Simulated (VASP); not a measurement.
# Ge (P6/mmm) in VASP: further runs

Runs on Ge. Level: LDA. Tasks: relaxation of cell and atoms.

Program: VASP 6.6.1. These are calculated values, not measurements. Logs are shortened: lines on timing, memory, paths and dates and some standing lists are left out, and cuts for length are marked.

## 1. The cell of the first run

The structure is hexagonal, space group P6/mmm (No. 191). The conventional cell has a = 3.705 Å, b = 3.705 Å, c = 2.297 Å, α = 90.00°, β = 90.00°, γ = 120.00°. Within 3.0 Å of Ge (site symmetry 6/mmm) lie 14 Ge at 2.30 to 2.43 Å. Ge (site symmetry -6m2) has 11 Ge at 2.14 to 2.43 Å within 2.8 Å.

This isn't the form of Ge at room conditions, which is diamond.

## 2. Relaxation of cell and atoms, LDA, target pressure 240 GPa, at which the enthalpy is minimised

File INCAR:

```
  PREC = Accurate
  ENCUT = 600
  EDIFF = 1E-7
  ISMEAR = -1
  SIGMA = 0.1
  LREAL = F
  LASPH = T
  NELM = 80
  ALGO = Normal
  ISIF = 3
  LWAVE = F
  LCHARG = F
  GGA = CA
  IBRION = 2
  NSW = 60
  EDIFFG = -0.005
  PSTRESS = 2400.0
```

File KPOINTS:

```
regular mesh
0
Gamma
  10 10 13
```

File POSCAR:

```
Ge
1.0
    3.7054892549      0.0000000000      0.0000000000
   -1.8527446275      3.2090478282      0.0000000000
    0.0000000000      0.0000000000      2.2974033381
Ge
3
Direct
    0.0000000000      0.0000000000      0.0000000000
    0.3333333333      0.6666666667      0.5000000000
    0.6666666667      0.3333333333      0.5000000000
```

Potentials or basis: VASP PAW LDA potentials, release 64 (Ge_d).

Command:

```console
cat potpaw_LDA.64/Ge_d/POTCAR > POTCAR
mpirun -np 1 vasp_std > vasp.out
```

OUTCAR:

```text
PREC = Accurate
   ENCUT = 600
   EDIFF = 1E-7
   ISMEAR = -1
   LREAL = F
   LASPH = T
   NELM = 80
   ISIF = 3
   GGA = CA
   IBRION = 2
   NSW = 60
   EDIFFG = -0.005
   PSTRESS = 2400.0

 ion  position               nearest neighbor table
   1  0.000  0.000  0.000-   2 2.43   3 2.43   2 2.43   3 2.43   3 2.43   3 2.43   2 2.43   2 2.43
                             3 2.43   3 2.43   2 2.43   2 2.43
   2  0.333  0.667  0.500-   3 2.14   3 2.14   3 2.14   1 2.43   1 2.43   1 2.43   1 2.43   1 2.43
                             1 2.43
   3  0.667  0.333  0.500-   2 2.14   2 2.14   2 2.14   1 2.43   1 2.43   1 2.43   1 2.43   1 2.43
                             1 2.43

  LATTYP: Found a hexagonal cell.
 ALAT       =     3.7054892549
 C/A-ratio  =     0.6200000000

  Lattice vectors:

 A1 = (   3.7054892549,   0.0000000000,   0.0000000000)
 A2 = (  -1.8527446275,   3.2090478282,   0.0000000000)
 A3 = (   0.0000000000,   0.0000000000,   2.2974033381)

Analysis of symmetry for initial positions (statically):
=====================================================================
 Subroutine PRICEL returns:
 Original cell was already a primitive cell.

 Routine SETGRP: Setting up the symmetry group for a
 hexagonal supercell.

 Subroutine GETGRP returns: Found 24 space group operations
 (whereof 24 operations were pure point group operations)
 out of a pool of 24 trial point group operations.

The static configuration has the point symmetry D_6h.

Analysis of symmetry for dynamics (positions and initial velocities):
=====================================================================
 Subroutine PRICEL returns:
 Original cell was already a primitive cell.

 Routine SETGRP: Setting up the symmetry group for a
 hexagonal supercell.

 Subroutine GETGRP returns: Found 24 space group operations
 (whereof 24 operations were pure point group operations)
 out of a pool of 24 trial point group operations.

The dynamic configuration has the point symmetry D_6h.

 Subroutine INISYM returns: Found 24 space group operations
 (whereof 24 operations are pure point group operations),
 and found     1 'primitive' translations

----------------------------------------------------------------------------------------

                                     Primitive cell

  volume of cell :      27.3186

  direct lattice vectors                    reciprocal lattice vectors
     3.705489255  0.000000000  0.000000000     0.269869896  0.155809457  0.000000000
[... 105 lines left out ...]
   IALGO  =     38    algorithm
   IMIX   =      4    mixing-type and parameters
     AMIX     =   0.40;   BMIX     =  1.00
     AMIX_MAG =   1.60;   BMIX_MAG =  1.00
  volume/ion in A,a.u.               =       9.11        61.45
  Fermi-wavevector in a.u.,A,eV,Ry     =   1.889462  3.570566 48.573728  3.570068
  Thomas-Fermi vector in A             =   2.931049
   LORBIT       =      0    0 simple, 1 ext, 2 COOP (PROOUT), +10 PAW based schemes
   GGA     = CA    functional components
   LHFCALC =     F    Hartree Fock is set to
   AEXX    =    0.0000 exact exchange contribution
   IVDW    =     0    specifies the selected vdW correction
   LEPSILON=     F    determine dielectric tensor
   LRPA    =     F    only Hartree local field effects (RPA)
 conjugate gradient relaxation of ions
 non-spin polarized calculation
  energy-cutoff  :      600.00
  volume of cell :       27.32
 maximum number of plane-waves:       939
 NGX is ok and might be reduce to    30
   NGX = 15   NGY = 15   NGZ =  9

--------------------------------------- Ionic step        1  -------------------------------------------

 number of electron      42.0000007 magnetization

 Free energy of the ion-electron system (eV)
  ---------------------------------------------------
  ext. energy  EPLUGINS =         0.00000000
  ---------------------------------------------------
  free energy    TOTEN  =        -3.51915658 eV

  energy without entropy =       -3.49130587  energy(sigma->0) =       -3.50523122

------------------------ aborting loop because EDIFF is reached ----------------------------------------

  FORCE on cell =-STRESS in cart. coord.  units (eV):
  Direction    XX          YY          ZZ          XY          YZ          ZX
  --------------------------------------------------------------------------------------
  -------------------------------------------------------------------------------------
  Total       44.7577413     44.7577413     39.3444987     -0.0000000      0.0000000     -0.0000000
  in kB     2624.9422216   2624.9422216   2307.4675510     -0.0000000      0.0000000     -0.0000000
  external PRESSURE =     119.1173314 kB  Pullay stress =    2400.0000000 kB
[... 100 lines left out ...]
  energy  without entropy=       -4.5857144721  energy(sigma->0) =       -4.59770758

  enthalpy is  TOTEN    =        37.3373977777 eV   P V=       41.9470984601

[... ionic steps 4 to 8 ...]

--------------------------------------- Ionic step        9  -------------------------------------------

 number of electron      42.0000026 magnetization

------------------------ aborting loop because EDIFF is reached ----------------------------------------
[... 73 lines left out ...]
--------------------------------------- Ionic step       11  -------------------------------------------

 number of electron      42.0000026 magnetization

 Free energy of the ion-electron system (eV)
  ---------------------------------------------------
  ext. energy  EPLUGINS =         0.00000000
  ---------------------------------------------------
  free energy    TOTEN  =        -4.11485959 eV

  energy without entropy =       -4.09036587  energy(sigma->0) =       -4.10261273

 E-fermi :  17.5809     XC(G=0): -15.7593

 val. band max:       17.5597245041   @ k =   0.3000   0.3000   0.3077
 cond. band min:      17.6586553272   @ k =   0.3000   0.3000   0.0000
 fundamental gap:      0.0989308231
 Fermi energy:        17.5808874210

 k-point     1 :       0.0000    0.0000    0.0000
  band No.  band energies     occupation
      1      -9.3630      2.00000
      2      -8.9360      2.00000
      3      -8.8294      2.00000
      4      -8.7579      2.00000
      5      -8.7579      2.00000
      6      -8.5788      2.00000
[... 661 lines left out ...]
     24      25.2186      0.00000
     25      25.4376      0.00000

 [... further k-points ...]

------------------------ aborting loop because EDIFF is reached ----------------------------------------

  FORCE on cell =-STRESS in cart. coord.  units (eV):
  Direction    XX          YY          ZZ          XY          YZ          ZX
  --------------------------------------------------------------------------------------
  -------------------------------------------------------------------------------------
  Total       41.4112959     41.4112959     41.4141723     -0.0000000      0.0000000      0.0000000
  in kB     2399.4442179   2399.4442179   2399.6108800     -0.0000001      0.0000000      0.0000000
  external PRESSURE =      -0.5002280 kB  Pullay stress =    2400.0000000 kB
[... 22 lines left out ...]
  energy  without entropy=       -4.0903658745  energy(sigma->0) =       -4.10261273

  enthalpy is  TOTEN    =        37.3060283883 eV   P V=       41.4208879776

 reached required accuracy - stopping structural energy minimisation
```

Wall time 3.9 min (1 thread of Intel Xeon 6975P-C (Granite Rapids), shared host); peak memory 0.18 GiB.

Results:

```yaml
Free_energy: -4.1149 eV
Relaxed_volume: 9.22 Å³/atom
Relaxed_cell: a = 3.769 Å, b = 3.769 Å, c = 2.248 Å, α = 90.00°, β = 90.00°, γ = 120.00°
Space_group_after_relaxing_to_0.1_Å: P6/mmm (No. 191)
Energy_change_on_relaxing_the_run_minimises_the_enthalpy: -198.6 meV/atom
Ionic_steps: 11
Pressure_after_relaxing: 239.9 GPa
Band_gap_on_the_k_mesh: zero (bands 21 and 22 overlap by 10.09 eV)
```

The path:
```
step  energy change (eV)  largest force (eV/Å)  pressure (GPa)  volume (Å³)
   1              0.0000                0.0000          251.91        27.32
   2             -3.5393                0.0000          175.88        30.01
   3             -1.0905                0.0000          228.87        28.00
   4              0.5902                0.0000          264.44        27.06
   5             -0.8065                0.0000          235.46        27.79
   6             -0.8182                0.0000          235.19        27.80
   7              0.3167                0.0000          259.93        27.07
   8             -0.5981                0.0000          239.96        27.65
   9             -0.5936                0.0000          240.07        27.65
  10             -0.5994                0.0000          239.92        27.65
  11             -0.5957                0.0000          239.95        27.65
```

Final structure:
```xyz
3
Lattice="3.7689 0.0000 0.0000 -1.8845 3.2640 0.0000 0.0000 0.0000 2.2478" Properties=species:S:1:pos:R:3 pbc="T T T"
Ge    0.0000    0.0000    0.0000
Ge    0.0000    2.1760    1.1239
Ge    1.8845    1.0880    1.1239
```

Caveat: the cell is relaxed towards a set pressure, so the run minimises the enthalpy, not the energy.

## 3. Relaxation of cell and atoms, LDA, target pressure 240 GPa, at which the enthalpy is minimised

This run uses another cell than the first one, of 9.19 Å³/atom.

File INCAR:

```
SYSTEM = Ge
PREC     = Accurate       ! precision mode
ENCUT    = 600            ! plane-wave cutoff, eV
EDIFF    = 1E-6           ! SCF threshold, eV
ISMEAR   = -1             ! smearing method
SIGMA    = 0.1            ! smearing width, eV
LREAL    = .False.        ! projectors in reciprocal space
LASPH    = .True.         ! aspherical terms in the spheres
NELM     = 60             ! most SCF steps
ALGO     = Normal         ! electronic algorithm
ISIF     = 3              ! what is computed and relaxed
LWAVE    = .False.        ! write WAVECAR
LCHARG   = .False.        ! write CHGCAR
IBRION   = 2              ! ionic algorithm
NSW      = 32             ! ionic steps
EDIFFG   = -0.005         ! ionic threshold
PSTRESS  = 2400.0
```

File KPOINTS:

```
regular mesh
0
Gamma
  10 10 13
  0 0 0
```

File POSCAR:

```
Ge
1.0
    3.7645290262      0.0000000000      0.0000000000
   -1.8822645132      3.2601777700      0.0000000000
    0.0000000000      0.0000000000      2.2452616901
Ge
3
Direct
    0.0000000000      0.0000000000      0.0000000000
    0.3333333333      0.6666666667      0.5000000000
    0.6666666667      0.3333333333      0.5000000000
```

Potentials or basis: VASP PAW LDA potentials, release 64 (Ge_d).

Command:

```console
cat potpaw_LDA.64/Ge_d/POTCAR > POTCAR
mpirun -np 1 vasp_std > vasp.out
```

OUTCAR:

```text
SYSTEM = Ge
   PREC = Accurate
   ENCUT = 600
   EDIFF = 1E-6
   ISMEAR = -1
   LREAL = .False.
   LASPH = .True.
   NELM = 60
   ISIF = 3
   IBRION = 2
   NSW = 32
   EDIFFG = -0.005
   PSTRESS = 2400.0

 ion  position               nearest neighbor table
   1  0.000  0.000  0.000-   2 2.45   3 2.45   2 2.45   3 2.45   3 2.45   3 2.45   2 2.45   2 2.45
                             3 2.45   3 2.45   2 2.45   2 2.45
   2  0.333  0.667  0.500-   3 2.17   3 2.17   3 2.17   1 2.45   1 2.45   1 2.45   1 2.45   1 2.45
                             1 2.45
   3  0.667  0.333  0.500-   2 2.17   2 2.17   2 2.17   1 2.45   1 2.45   1 2.45   1 2.45   1 2.45
                             1 2.45

  LATTYP: Found a hexagonal cell.
 ALAT       =     3.7645290262
 C/A-ratio  =     0.5964256550

  Lattice vectors:

 A1 = (   3.7645290262,   0.0000000000,   0.0000000000)
 A2 = (  -1.8822645132,   3.2601777700,   0.0000000000)
 A3 = (   0.0000000000,   0.0000000000,   2.2452616901)

Analysis of symmetry for initial positions (statically):
=====================================================================
 Subroutine PRICEL returns:
 Original cell was already a primitive cell.

 Routine SETGRP: Setting up the symmetry group for a
 hexagonal supercell.

 Subroutine GETGRP returns: Found 24 space group operations
 (whereof 24 operations were pure point group operations)
 out of a pool of 24 trial point group operations.

The static configuration has the point symmetry D_6h.

Analysis of symmetry for dynamics (positions and initial velocities):
=====================================================================
 Subroutine PRICEL returns:
 Original cell was already a primitive cell.

 Routine SETGRP: Setting up the symmetry group for a
 hexagonal supercell.

 Subroutine GETGRP returns: Found 24 space group operations
 (whereof 24 operations were pure point group operations)
 out of a pool of 24 trial point group operations.
[... 126 lines left out ...]
  Thomas-Fermi vector in A             =   2.926822
   LORBIT       =      0    0 simple, 1 ext, 2 COOP (PROOUT), +10 PAW based schemes
   GGA     = CA    functional components
   LHFCALC =     F    Hartree Fock is set to
   AEXX    =    0.0000 exact exchange contribution
   IVDW    =     0    specifies the selected vdW correction
   LEPSILON=     F    determine dielectric tensor
   LRPA    =     F    only Hartree local field effects (RPA)
 conjugate gradient relaxation of ions
 non-spin polarized calculation
  energy-cutoff  :      600.00
  volume of cell :       27.56
 maximum number of plane-waves:       938
   NGX = 15   NGY = 15   NGZ =  9

--------------------------------------- Ionic step        1  -------------------------------------------

 number of electron      42.0000028 magnetization

 Free energy of the ion-electron system (eV)
  ---------------------------------------------------
  ext. energy  EPLUGINS =         0.00000000
  ---------------------------------------------------
  free energy    TOTEN  =        -3.97118046 eV

  energy without entropy =       -3.94684590  energy(sigma->0) =       -3.95901318

------------------------ aborting loop because EDIFF is reached ----------------------------------------

  FORCE on cell =-STRESS in cart. coord.  units (eV):
  Direction    XX          YY          ZZ          XY          YZ          ZX
  --------------------------------------------------------------------------------------
  -------------------------------------------------------------------------------------
  Total       41.7622825     41.7622825     41.7739529     -0.0000000      0.0000000      0.0000000
  in kB     2428.1522333   2428.1522333   2428.8307726     -0.0000001      0.0000000      0.0000000
  external PRESSURE =      28.3784131 kB  Pullay stress =    2400.0000000 kB
[... 299 lines left out ...]
--------------------------------------- Ionic step        9  -------------------------------------------

 number of electron      42.0000026 magnetization

 Free energy of the ion-electron system (eV)
  ---------------------------------------------------
  ext. energy  EPLUGINS =         0.00000000
  ---------------------------------------------------
  free energy    TOTEN  =        -4.10967560 eV

  energy without entropy =       -4.08521807  energy(sigma->0) =       -4.09744684

 E-fermi :  17.5837     XC(G=0): -15.7602

 val. band max:       17.5626698020   @ k =   0.3000   0.3000   0.3077
 cond. band min:      17.6622486015   @ k =   0.3000   0.3000   0.0000
 fundamental gap:      0.0995787994
 Fermi energy:        17.5837051616

 k-point     1 :       0.0000    0.0000    0.0000
  band No.  band energies     occupation
      1      -9.3611      2.00000
      2      -8.9337      2.00000
      3      -8.8272      2.00000
      4      -8.7560      2.00000
      5      -8.7560      2.00000
      6      -8.5766      2.00000
[... 661 lines left out ...]
     24      25.2226      0.00000
     25      25.4407      0.00000

 [... further k-points ...]

------------------------ aborting loop because EDIFF is reached ----------------------------------------

  FORCE on cell =-STRESS in cart. coord.  units (eV):
  Direction    XX          YY          ZZ          XY          YZ          ZX
  --------------------------------------------------------------------------------------
  -------------------------------------------------------------------------------------
  Total       41.4266574     41.4266574     41.4206664     -0.0000000      0.0000000      0.0000000
  in kB     2400.6371314   2400.6371315   2400.2899618     -0.0000001      0.0000000      0.0000000
  external PRESSURE =       0.5214082 kB  Pullay stress =    2400.0000000 kB
[... 22 lines left out ...]
  energy  without entropy=       -4.0852180749  energy(sigma->0) =       -4.09744684

  enthalpy is  TOTEN    =        37.3059870785 eV   P V=       41.4156626821

 reached required accuracy - stopping structural energy minimisation
```

OSZICAR:

```text
N       E                     dE             d eps       ncg     rms          rms(c)
DAV:   1     0.265636280610E+03    0.26564E+03   -0.22369E+04  6060   0.593E+03
DAV:   2     0.275499193446E+02   -0.23809E+03   -0.23448E+03  4924   0.645E+02
DAV:   3    -0.364152687925E+01   -0.31191E+02   -0.30843E+02  5422   0.178E+02
DAV:   4    -0.453760183577E+01   -0.89607E+00   -0.89002E+00  5693   0.366E+01
[... 58 lines left out ...]
       N       E                     dE             d eps       ncg     rms          rms(c)
DAV:   1    -0.410969188629E+01   -0.80464E-02   -0.20135E-04  6338   0.375E-01    0.246E-02
DAV:   2    -0.410968004052E+01    0.11846E-04   -0.13924E-05  6622   0.106E-01    0.123E-02
DAV:   3    -0.410967569954E+01    0.43410E-05   -0.47410E-06  5240   0.653E-02    0.200E-03
DAV:   4    -0.410967560355E+01    0.95990E-07   -0.21579E-06  4003   0.203E-02
   9 F= 0.37305987E+02 E0= 0.37318216E+02  d E =0.515690E-06
```

CONTCAR:

```text
Ge
   1.00000000000000
     3.7686761755963869   -0.0000000000140953    0.0000000000000000
    -1.8843380879105107    3.2637693067442064   -0.0000000000000000
    -0.0000000000000000    0.0000000000000000    2.2477897132566147
  Ge
     3
Direct
     0.0000000000000000    0.0000000000000000    0.0000000000000000
     0.3333333332999970    0.6666666667000030    0.5000000000000000
     0.6666666667000030    0.3333333332999970    0.5000000000000000

  0.00000000E+00  0.00000000E+00  0.00000000E+00
  0.00000000E+00  0.00000000E+00  0.00000000E+00
  0.00000000E+00  0.00000000E+00  0.00000000E+00
```

Run time: 8.4 min. Hardware: 1 thread of Intel Xeon 8259CL, shared host; peak memory 0.18 GiB.

Results:

- Free energy: -4.1097 eV
- Relaxed volume: 9.22 Å³/atom
- Relaxed cell: a = 3.769 Å, b = 3.769 Å, c = 2.248 Å, α = 90.00°, β = 90.00°, γ = 120.00°
- Space group after relaxing (to 0.1 Å): P6/mmm (No. 191)
- Energy change on relaxing (the run minimises the enthalpy): -46.2 meV/atom
- Ionic steps: 9
- Pressure after relaxing: 240.1 GPa
- Band gap on the k mesh: zero (bands 21 and 22 overlap by 10.09 eV)

Step by step:
```csv
step,energy change (eV),largest force (eV/Å),pressure (GPa),volume (Å³)
1,0.0000,0.0000,242.84,27.56
2,-0.9492,0.0000,222.54,28.21
3,-0.1349,0.0000,240.18,27.65
4,-0.1435,0.0000,239.65,27.65
5,-0.1378,0.0000,240.33,27.65
6,-0.1406,0.0000,239.81,27.65
7,-0.0858,0.0000,240.84,27.61
8,-0.1305,0.0000,240.73,27.64
9,-0.1385,0.0000,240.05,27.65
```

Final structure:
```yaml
crystal:
  lattice:
    - [3.76868, 0.00000, 0.00000]
    - [-1.88434, 3.26377, 0.00000]
    - [0.00000, 0.00000, 2.24779]
  atoms:
    - { symbol: Ge, position: [0.00000, 0.00000, 0.00000] }
    - { symbol: Ge, position: [0.33333, 0.66667, 0.50000] }
    - { symbol: Ge, position: [0.66667, 0.33333, 0.50000] }
```

Caveat: the cell is relaxed towards a set pressure, so the run minimises the enthalpy, not the energy.
